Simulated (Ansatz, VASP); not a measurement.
## Two plane-wave programs on Cd2SO

```xyz
4
Lattice="3.6508 0.0000 0.0000 0.0000 3.6508 0.0000 0.0000 0.0000 5.0329" Properties=species:S:1:pos:R:3 pbc="T T T"
O     0.0000    0.0000    0.0000
Cd    0.0000    0.0000    2.5164
Cd    1.8254    1.8254    0.0000
S     1.8254    1.8254    2.5164
```

Alike in both runs: task single point; functional HSE06; k mesh 4 × 4 × 2; occupations methfessel-paxton of order 1, width 0.05 eV; no spin polarisation.

```csv
,VASP,Ansatz
version,VASP 6.6.1,Ansatz 0.2.0
potentials or method,"VASP PAW PBE potentials, release 64 (O, Cd, S)",plane waves
plane-wave cutoff (eV),520,420
valence electrons in the cell,36,52
```

|  | VASP | Ansatz | Ansatz less VASP |
| --- | --- | --- | --- |
| gap on the k mesh at the Fermi level (eV) | 1.13 | 1.13 | +0.003 |
| pressure (GPa) | 0.9 | 0.2 | -0.67 |

VASP's potentials hold 36 valence electrons a cell and Ansatz's 52, so a difference there can come from the potentials and not from the codes. Ansatz's warnings: stress exchange threshold loose, stress scf threshold loose.

The k mesh is coarse, so the values compare programs but aren't converged.
